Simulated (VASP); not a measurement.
# MoS2 (C2/m) in VASP: notebook

Runs on MoS2. Level: PBE+D3(BJ). Tasks: single point.

All numbers are computed with VASP 6.6.1; they aren't measurements. Logs are shortened: lines on timing, memory, paths and dates and some standing lists are left out, and cuts for length are marked.

### 1 The cell of the first run

Symmetry: C2/m, No. 12, monoclinic system. Conventional cell: a = 5.809 Å, b = 3.134 Å, c = 6.262 Å, α = 90.00°, β = 108.01°, γ = 90.00°. Mo (site symmetry 2/m) has 6 S at 2.46 to 2.47 Å and 6 Mo at 3.13 to 3.30 Å within 3.4 Å. Within 3.4 Å of S (site symmetry m) lie 3 Mo at 2.46 to 2.47 Å and 9 S at 3.13 to 3.35 Å.

### 2 Single point, PBE+D3(BJ) (atoms displaced along a vibrational mode, the cell strained)

INCAR

```
ALGO = Normal ; EDIFF = 1E-7
ENCUT = 520 ; GGA = PE
ISIF = 2 ; ISMEAR = 0
IVDW = 12 ; LASPH = T
LCHARG = F ; LREAL = F
LWAVE = F ; NBANDS = 20
NELM = 60 ; PREC = Accurate
SIGMA = 0.15
```

KPOINTS

```
k-points
0
Gamma
  15 15 15
```

POSCAR

```
MoS2
1.0
    1.5671157387      0.9681089221      5.9549887142
   -1.5671157387      0.9681089221      5.9549887142
    0.0000000000     -1.9362178443      5.9549887142
Mo S
1 2
Direct
    0.0000000000      0.0000000000      0.0000000000
    0.7688044826      0.7688044826      0.7315023783
    0.2311955174      0.2311955174      0.2684976217
```

Potentials or basis: VASP PAW PBE potentials, release 64 (Mo_sv, S).

On the command line:

```bash
$ cat potpaw_PBE.64/Mo_sv/POTCAR potpaw_PBE.64/S/POTCAR > POTCAR
$ mpirun -np 1 vasp_std > vasp.out
```

OUTCAR:

```text
EDIFF = 1E-7
   ENCUT = 520
   GGA = PE
   ISIF = 2
   ISMEAR = 0
   IVDW = 12
   LASPH = T
   LREAL = F
   NELM = 60
   PREC = Accurate
 IVDW          = 12

 ion  position               nearest neighbor table
   1  0.000  0.000  0.000-   2 2.46   3 2.46   2 2.47   2 2.47   3 2.47   3 2.47
   2  0.769  0.769  0.732-   1 2.46   1 2.47   1 2.47
   3  0.231  0.231  0.268-   1 2.46   1 2.47   1 2.47

  LATTYP: Found a base centered monoclinic cell.
 ALAT       =     5.8086535328
 B/A-ratio  =     0.5395796908
 C/A-ratio  =     1.0780218051
 COS(beta)  =    -0.3092083405

  Lattice vectors:

 A1 = (   1.5671157387,   2.9043267664,   0.0000000000)
 A2 = (  -1.5671157387,   2.9043267664,   0.0000000000)
 A3 = (   0.0000000000,  -1.9362178443,   5.9549887142)

Analysis of symmetry for initial positions (statically):
=====================================================================
 Subroutine PRICEL returns:
 Original cell was already a primitive cell.

 Routine SETGRP: Setting up the symmetry group for a
 base centered monoclinic supercell.

 Subroutine GETGRP returns: Found  4 space group operations
 (whereof  4 operations were pure point group operations)
 out of a pool of  4 trial point group operations.

The static configuration has the point symmetry C_2h.

Analysis of symmetry for dynamics (positions and initial velocities):
=====================================================================
 Subroutine PRICEL returns:
 Original cell was already a primitive cell.

 Routine SETGRP: Setting up the symmetry group for a
 base centered monoclinic supercell.

 Subroutine GETGRP returns: Found  4 space group operations
 (whereof  4 operations were pure point group operations)
 out of a pool of  4 trial point group operations.

The dynamic configuration has the point symmetry C_2h.

 Subroutine INISYM returns: Found  4 space group operations
 (whereof  4 operations are pure point group operations),
 and found     1 'primitive' translations

----------------------------------------------------------------------------------------

                                     Primitive cell

  volume of cell :      54.2073

  direct lattice vectors                    reciprocal lattice vectors
     1.567115739  0.968108922  5.954988714     0.319057481  0.172156937  0.055975477
    -1.567115739  0.968108922  5.954988714    -0.319057481  0.172156937  0.055975477
     0.000000000 -1.936217844  5.954988714     0.000000000 -0.344313874  0.055975477

  length of vectors
     6.233376068  6.233376068  6.261855167     0.366836396  0.366836396  0.348834198

  position of ions in fractional coordinates (direct lattice)
     0.000000000  0.000000000  0.000000000
     0.768804483  0.768804483  0.731502378
     0.231195517  0.231195517  0.268497622

  ion indices of the primitive-cell ions
   primitive index   ion index
                 1           1
                 2           2
                 3           3

----------------------------------------------------------------------------------------

 KPOINTS: k-points

Automatic generation of k-mesh.
 Grid dimensions read from file:
 generate k-points for:   15   15   15

 Generating k-lattice:

  Cartesian coordinates                     Fractional coordinates (reciprocal lattice)
     0.021270499  0.011477129  0.003731698     0.066666667  0.000000000  0.000000000
    -0.021270499  0.011477129  0.003731698     0.000000000  0.066666667  0.000000000
     0.000000000 -0.022954258  0.003731698    -0.000000000 -0.000000000  0.066666667

  Length of vectors
     0.024455760  0.024455760  0.023255613

  Shift w.r.t. Gamma in fractional coordinates (k-lattice)
     0.000000000  0.000000000  0.000000000

 Subroutine IBZKPT returns following result:
 ===========================================

 Found    904 irreducible k-points:

 Following reciprocal coordinates:
            Coordinates               Weight
  0.000000  0.000000  0.000000      1.000000
  0.066667  0.000000  0.000000      4.000000
  0.133333  0.000000  0.000000      4.000000
  0.200000 -0.000000 -0.000000      4.000000
  0.266667  0.000000  0.000000      4.000000
  0.333333  0.000000 -0.000000      4.000000
[... 16 lines left out ...]
  0.133333  0.133333  0.000000      2.000000
  0.200000  0.133333  0.000000      4.000000
 [... further k-points ...]
   k-points           NKPTS =    904   k-points in BZ     NKDIM =    904   number of bands    NBANDS=     20
   number of dos      NEDOS =    301   number of ions     NIONS =      3
   total plane-waves  NPLWV = 110592
   dimension x,y,z NGX =    48 NGY =   48 NGZ =   48
   dimension x,y,z NGXF=    96 NGYF=   96 NGZF=   96
   ions per type =               1   2
   NGX,Y,Z   is equivalent  to a cutoff of  12.80, 12.80, 12.74 a.u.
   NGXF,Y,Z  is equivalent  to a cutoff of  25.60, 25.60, 25.49 a.u.
 SYSTEM =  unknown system
   PREC   = accura    normal or accurate (medium, high low for compatibility)
   ISTART =      0    job   : 0-new  1-cont  2-samecut
   ICHARG =      2    charge: 1-file 2-atom 10-const
   ISPIN  =      1    spin polarized calculation?
   LNONCOLLINEAR =      F non collinear calculations
   LSORBIT =      F    spin-orbit coupling
   LASPH  =      T    aspherical Exc in radial PAW
   ENCUT  =  520.0 eV  38.22 Ry    6.18 a.u.  11.59 11.59 11.64*2*pi/ulx,y,z
   NELM   =     60;   NELMIN=  2; NELMDL= -5     # of ELM steps
   EDIFF  = 0.1E-06   stopping-criterion for ELM
   LREAL  =      F    real-space projection
   EDIFFG = 0.1E-05   stopping-criterion for IOM
   NSW    =      0    number of steps for IOM
   IBRION =     -1    ionic relax: 0-MD 1-quasi-New 2-CG
   NFREE  =      0    steps in history (QN), initial steepest desc. (CG)
   ISIF   =      2    stress and relaxation
   ISYM   =      2    0-nonsym 1-usesym 2-fastsym
   POTIM  = 0.5000    time-step for ionic-motion
   TEBEG  =    0.0;   TEEND  =   0.0 temperature during run
   PSTRESS=    0.0 pullay stress
   NELECT =      26.0000    total number of electrons
   NUPDOWN=      -1.0000    fix difference up-down
   EMIN   =  10.00;   EMAX   =-10.00  energy-range for DOS
   EFERMI =   0.00;   METHOD = LEGACY
   ISMEAR =     0;   SIGMA  =   0.15  broadening in eV -4-tet -1-fermi 0-gaus
   EFERMI_NEDOS =   21; number of points for ismear=-14 and -15
   IALGO  =     38    algorithm
   IMIX   =      4    mixing-type and parameters
     AMIX     =   0.40;   BMIX     =  1.00
     AMIX_MAG =   1.60;   BMIX_MAG =  1.00
  volume/ion in A,a.u.               =      18.07       121.94
  Fermi-wavevector in a.u.,A,eV,Ry     =   1.281485  2.421655 22.343531  1.642203
  Thomas-Fermi vector in A             =   2.413852
   LORBIT       =      0    0 simple, 1 ext, 2 COOP (PROOUT), +10 PAW based schemes
   GGA     = PE    functional components
   LHFCALC =     F    Hartree Fock is set to
   AEXX    =    0.0000 exact exchange contribution
   IVDW    =    12    specifies the selected vdW correction
   LEPSILON=     F    determine dielectric tensor
   LRPA    =     F    only Hartree local field effects (RPA)
 non-spin polarized calculation
 Gauss-broadening in eV      SIGMA  =   0.15
  energy-cutoff  :      520.00
  volume of cell :       54.21
 maximum number of plane-waves:      1476
   NGX = 23   NGY = 23   NGZ = 23

 number of electron      26.0000001 magnetization

 Free energy of the ion-electron system (eV)
  ---------------------------------------------------
  ext. energy  EPLUGINS =         0.00000000
  ---------------------------------------------------
  free energy    TOTEN  =       -20.86931745 eV

  energy without entropy =      -20.85533894  energy(sigma->0) =      -20.86232820

 E-fermi :   7.4785     XC(G=0): -10.8792

 val. band max:        7.4784617838   @ k =   0.0667   0.0000   0.0000
 cond. band min:       7.4790756148   @ k =  -0.2000   0.4000   0.1333
 fundamental gap:      0.0006138310
 Fermi energy:         7.4784926373

 k-point     1 :       0.0000    0.0000    0.0000
  band No.  band energies     occupation
      1     -54.2686      2.00000
      2     -28.3136      2.00000
      3     -28.2853      2.00000
      4     -28.1745      2.00000
      5      -7.2625      2.00000
      6      -5.6407      2.00000
[... 12 lines left out ...]
     19      13.8007      0.00000
     20      16.4150      0.00000

 k-point     2 :       0.0667    0.0000    0.0000
  band No.  band energies     occupation
      1     -54.2672      2.00000
      2     -28.3178      2.00000
      3     -28.2828      2.00000
      4     -28.1878      2.00000
      5      -7.1941      2.00000
      6      -5.6242      2.00000
[... 12 lines left out ...]
     19      14.0736      0.00000
     20      16.5561      0.00000

 k-point     3 :       0.1333    0.0000    0.0000
  band No.  band energies     occupation
      1     -54.2631      2.00000
      2     -28.3313      2.00000
      3     -28.2756      2.00000
      4     -28.2239      2.00000
      5      -6.9953      2.00000
      6      -5.5747      2.00000
[... 12 lines left out ...]
     19      14.6190      0.00000
     20      16.6093      0.00000

 k-point     4 :       0.2000   -0.0000   -0.0000
  band No.  band energies     occupation
      1     -54.2572      2.00000
      2     -28.3577      2.00000
      3     -28.2716      2.00000
      4     -28.2635      2.00000
      5      -6.6873      2.00000
      6      -5.4911      2.00000
[... 429 lines left out ...]
 k-point    23 :       0.1333    0.1333    0.0000
  band No.  band energies     occupation
      1     -54.2648      2.00000
      2     -28.3570      2.00000
      3     -28.2776      2.00000
      4     -28.1829      2.00000
      5      -7.0053      2.00000
      6      -5.6435      2.00000
[... 12 lines left out ...]
     19      14.8152      0.00000
     20      16.0535      0.00000

 k-point    24 :       0.2000    0.1333    0.0000
  band No.  band energies     occupation
      1     -54.2618      2.00000
      2     -28.3804      2.00000
      3     -28.2716      2.00000
      4     -28.1985      2.00000
      5      -6.8201      2.00000
      6      -5.6236      2.00000
[... 12 lines left out ...]
     19      15.2750      0.00000
     20      16.1403      0.00000

 [... further k-points ...]

------------------------ aborting loop because EDIFF is reached ----------------------------------------

 Edisp (eV)   -1.25944

 E8    (eV) :    -0.5087

  FORCE on cell =-STRESS in cart. coord.  units (eV):
  Direction    XX          YY          ZZ          XY          YZ          ZX
  --------------------------------------------------------------------------------------
  -------------------------------------------------------------------------------------
  Total      -1.38161    -4.49375    -2.51577     0.00000    -0.63201     0.00000
  in kB     -40.83562  -132.81949   -74.35741     0.00000   -18.68001     0.00000
  external pressure =      -82.67 kB  Pullay stress =        0.00 kB

 VOLUME and BASIS-vectors are now :
 -----------------------------------------------------------------------------
  energy-cutoff  :      520.00
  volume of cell :       54.21
      direct lattice vectors                 reciprocal lattice vectors
     1.567115739  0.968108922  5.954988714     0.319057481  0.172156937  0.055975477
    -1.567115739  0.968108922  5.954988714    -0.319057481  0.172156937  0.055975477
     0.000000000 -1.936217844  5.954988714     0.000000000 -0.344313874  0.055975477

 POSITION                                       TOTAL-FORCE (eV/Angst)
 -----------------------------------------------------------------------------------
      0.00000      0.00000      0.00000         0.000000      0.000000      0.000000
      0.00000      0.07222     13.51253         0.000000     -0.230754     -0.790114
      0.00000     -0.07222      4.35243         0.000000      0.230754      0.790114
 -----------------------------------------------------------------------------------
    total drift:                               -0.000000      0.000000      0.000000

  FREE ENERGIE OF THE ION-ELECTRON SYSTEM (eV)
  ---------------------------------------------------
  free  energy   TOTEN  =       -22.1287527210 eV

  energy  without entropy=      -22.1147742133  energy(sigma->0) =      -22.12176347
```

Run time: 17 min. Hardware: 1 thread of Intel Xeon 6975P-C (Granite Rapids), shared host; peak memory 1 GiB.

What came out:

| Property | Result |
| --- | --- |
| Free energy | -22.1288 eV |
| Pressure | -8.3 GPa |
| Largest force | 0.823 eV/Å |
| Band gap on the k mesh | zero (bands 13 and 14 overlap by 0.74 eV) |
| Dispersion energy per atom | -0.420 eV |

Forces on the atoms (eV/Å):
```
Mo   0.000  0.000  0.000
S    0.000 -0.231 -0.790
S    0.000  0.231  0.790
```

Stress tensor (GPa, compression positive):
```
 -4.08   0.00   0.00
  0.00 -13.28  -1.87
  0.00  -1.87  -7.44
```

Caveat: the cell differs from its parent crystal (atoms displaced along a vibrational mode, the cell strained); the stress differs along the axes, from -13 to -4 GPa.

### 3 Single point, PBE+D3(BJ) (atoms displaced along a vibrational mode, the cell strained)

INCAR

```
PREC = Accurate
ENCUT = 520
EDIFF = 1E-6
ISMEAR = 0
SIGMA = 0.15
LREAL = False
LASPH = True
NELM = 80
ALGO = Normal
ISIF = 2
LWAVE = False
LCHARG = True
GGA = PE
IVDW = 12
LELF = True
LVHAR = True
NBANDS = 20
```

KPOINTS

```
regular mesh
0
Gamma
  15 15 15
```

POSCAR

```
MoS2
1.0
    1.5671157387      0.8414404650      5.9549887142
   -1.5671157387      0.8414404650      5.9549887142
    0.0000000000     -1.6828809301      5.9549887142
Mo S
1 2
Direct
    0.0000000000      0.0000000000      0.0000000000
    0.7688044826      0.7688044826      0.7315023783
    0.2311955174      0.2311955174      0.2684976217
```

Potentials or basis: VASP PAW PBE potentials, release 64 (Mo_sv, S).

On the command line:

```bash
$ cat potpaw_PBE.64/Mo_sv/POTCAR potpaw_PBE.64/S/POTCAR > POTCAR
$ mpirun -np 1 vasp_std > vasp.out
```

Wall time 27 min (1 thread of Intel Xeon Platinum 8488C (Sapphire Rapids), shared host); peak memory 0.92 GiB.

The run converged. Its results:

* Free energy: -21.9493 eV
* Pressure: 13.8 GPa
* Largest force: 1.605 eV/Å
* Band gap on the k mesh: zero (bands 13 and 14 overlap by 0.48 eV)
* Dispersion energy per atom: -0.484 eV

Forces on the atoms (eV/Å):
```
Mo   0.000  0.000  0.000
S    0.000 -1.169  1.099
S    0.000  1.169 -1.099
```

Stress tensor (GPa, compression positive):
```
  1.05   0.00   0.00
  0.00  28.10 -12.13
  0.00 -12.13  12.28
```

Levels at points of the mesh, in eV from the Fermi level:
| k point | band 10 | band 11 | band 12 | band 13 | band 14 | band 15 | band 16 | band 17 |
| --- | --- | --- | --- | --- | --- | --- | --- | --- |
| (0.00, 0.00, 0.00) | -2.01 | -1.65 | -0.89 | -0.45 | 0.10 | 0.69 | 3.14 | 3.81 |

Caveat: the cell differs from its parent crystal (atoms displaced along a vibrational mode, the cell strained); the stress differs along the axes, from 1 to 28 GPa; forces of over 1 eV/Å act on the atoms, so gaps and moduli don't describe the material at rest.
